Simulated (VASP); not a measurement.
# Mg2As3: single point with PBE+D3(BJ)

Crystal: Mg2As3.

```
Mg As
1.0
     4.89596    0.00000    0.00000
    -2.44798    4.24002    0.00000
     0.00000    0.00000   11.36380
Mg As
2 3
Direct
  0.00000 0.00000 0.44502
  0.66667 0.33333 0.87146
  0.00000 0.00000 0.00000
  0.33333 0.66667 0.29857
  0.66667 0.33333 0.59147
```

```json
{"Program": "VASP 6.6.1", "Task": "single point", "Functional": "PBE", "Dispersion": "D3(BJ)", "Potentials or basis": "VASP PAW PBE potentials, release 64 (Mg, As)", "Cutoff": "520 eV", "k mesh": "6 × 6 × 2", "Occupations": "gaussian, width 0.1 eV", "Spin": "no spin polarisation"}
```

* Pressure: -7.4 GPa
* Largest force: 0.954 eV/Å
* Dispersion energy per atom: -0.164 eV

Forces in eV/Å, atoms in the order of the input:
```
Mg   0.000  0.000 -0.012
Mg   0.000  0.000  0.348
As   0.000  0.000 -0.707
As   0.000  0.000  0.954
As   0.000  0.000 -0.583
```

Stress tensor (GPa, compression positive):
```
-7.06  0.00  0.00
 0.00 -7.06  0.00
 0.00  0.00 -7.98
```

Levels at points of the mesh, in eV from the Fermi level:
```
           k point  band 8  band 9  band 10  band 11  band 12  band 13
(0.00, 0.00, 0.00)    0.24    0.24     0.41     0.41     0.49     1.26
(0.50, 0.00, 0.00)   -0.42   -0.19    -0.05    -0.01     0.25     2.37
(0.00, 0.00, 0.50)    0.09    0.31     0.31     0.36     0.36     2.10
(0.50, 0.00, 0.50)   -0.50   -0.29    -0.15     0.29     0.32     2.49
```

Wall time 68 s on 1 thread of Intel(R) Xeon(R) 6975P-C (Granite Rapids), with other jobs on the host, peak memory 0.36 GiB.

Caveat: pairwise dispersion overbinds metals, which lowers pressure and volume.
